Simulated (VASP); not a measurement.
Sb:

```
CELL_PARAMETERS angstrom
3.12240 0.00000 0.00000
0.00000 4.34752 0.00000
-0.03891 0.00000 4.40585
ATOMIC_POSITIONS crystal
Sb 0.98861 0.75000 0.75883
Sb 0.01139 0.25000 0.24117
```

```yaml
Program: VASP 6.6.1
Task: relaxation of cell and atoms
Functional: PBEsol
Potentials_or_basis: VASP PAW PBE potentials, release 64 (Sb)
Cutoff: 600 eV
k_mesh: 14 × 10 × 10
Occupations: gaussian, width 0.1 eV
Spin: no spin polarisation
```

At the start: pressure -2.2 GPa; volume 29.90 Å³/atom.

Problem. Where does the relaxation end?

Solution. Over 33 steps the energy falls by 12.3 meV/atom and the volume is 28.73 Å³/atom (-3.9 %); space group Pm-3m (No. 221, to 0.05 Å).

Step by step:
| step | energy change (eV) | largest force (eV/Å) | pressure (GPa) | volume (Å³) |
| --- | --- | --- | --- | --- |
| 1 | 0.0000 | 0.1043 | -2.15 | 59.81 |
| 2 | -0.0134 | 0.1811 | 1.31 | 56.40 |
| 3 | -0.0176 | 0.1589 | 0.10 | 57.47 |
| 4 | -0.0199 | 0.1289 | 0.09 | 57.43 |
| 5 | -0.0229 | 0.0460 | 0.12 | 57.35 |
| 6 | -0.0237 | 0.0207 | -0.13 | 57.56 |
| 7 | -0.0239 | 0.0250 | -0.07 | 57.49 |
| 8 | -0.0240 | 0.0209 | 0.04 | 57.40 |
| 9 | -0.0240 | 0.0197 | 0.10 | 57.34 |
| 10 | -0.0241 | 0.0195 | 0.08 | 57.37 |
| 11 | -0.0242 | 0.0234 | 0.01 | 57.44 |
| 12 | -0.0242 | 0.0227 | -0.03 | 57.47 |
| 13 | -0.0243 | 0.0217 | -0.09 | 57.53 |
| 14 | -0.0243 | 0.0204 | -0.07 | 57.51 |
| 15 | -0.0244 | 0.0165 | 0.00 | 57.44 |
| 16 | -0.0244 | 0.0095 | 0.15 | 57.30 |
| 17 | -0.0245 | 0.0122 | 0.10 | 57.36 |
| 18 | -0.0245 | 0.0081 | 0.05 | 57.40 |
| 19 | -0.0245 | 0.0054 | 0.01 | 57.44 |
| 20 | -0.0245 | 0.0043 | -0.01 | 57.45 |
| 21 | -0.0245 | 0.0039 | -0.01 | 57.46 |
| 22 | -0.0245 | 0.0031 | -0.03 | 57.48 |
| 23 | -0.0245 | 0.0037 | -0.03 | 57.46 |
| 24 | -0.0245 | 0.0039 | -0.02 | 57.46 |
| 25 | -0.0246 | 0.0024 | -0.02 | 57.45 |
| 26 | -0.0246 | 0.0010 | 0.02 | 57.43 |
| 27 | -0.0246 | 0.0011 | 0.02 | 57.44 |
| 28 | -0.0246 | 0.0017 | 0.01 | 57.45 |
| 29 | -0.0246 | 0.0009 | 0.00 | 57.45 |
| 30 | -0.0246 | 0.0009 | -0.01 | 57.46 |
| 31 | -0.0246 | 0.0007 | -0.01 | 57.45 |
| 32 | -0.0246 | 0.0008 | -0.01 | 57.45 |
| 33 | -0.0246 | 0.0009 | 0.00 | 57.45 |

Final structure:
```yaml
crystal:
  lattice:
    - [3.06542, 0.00000, 0.01495]
    - [0.00000, 4.32897, 0.00000]
    - [-0.01706, 0.00000, 4.32925]
  atoms:
    - { symbol: Sb, position: [0.00028, 0.75000, 0.74997] }
    - { symbol: Sb, position: [0.99972, 0.25000, 0.25003] }
```

Caveat: the PAW data sets were made with another functional, which shifts forces and pressure a little.
